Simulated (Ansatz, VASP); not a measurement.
Nb in VASP and in Ansatz

```
CELL_PARAMETERS angstrom
4.84559 0.00000 0.00000
-2.42280 4.19640 0.00000
0.00000 0.00000 2.66679
ATOMIC_POSITIONS crystal
Nb 0.00000 0.00000 0.00000
Nb 0.33333 0.66667 0.50000
Nb 0.66667 0.33333 0.50000
```

Alike in both runs: task single point; functional RPBE; k mesh 8 × 8 × 13; occupations fermi-dirac, width 0.1 eV; no spin polarisation.

|  | VASP | Ansatz |
| --- | --- | --- |
| version | VASP 6.6.1 | Ansatz 0.2.0 |
| potentials or method | VASP PAW PBE potentials, release 64 (Nb_sv), cutoff 520 eV | plane waves (420 eV) with PAW, scalar-relativistic |
| valence electrons in the cell | 39 | 39 |

|  | VASP | Ansatz | Ansatz less VASP |
| --- | --- | --- | --- |
| pressure (GPa) | 6.5 | 6.9 | +0.33 |
| traceless stress, the component that is largest in VASP (GPa) | -0.14 | -0.20 | -0.064 |

VASP's potentials were made for PBE, not for RPBE.
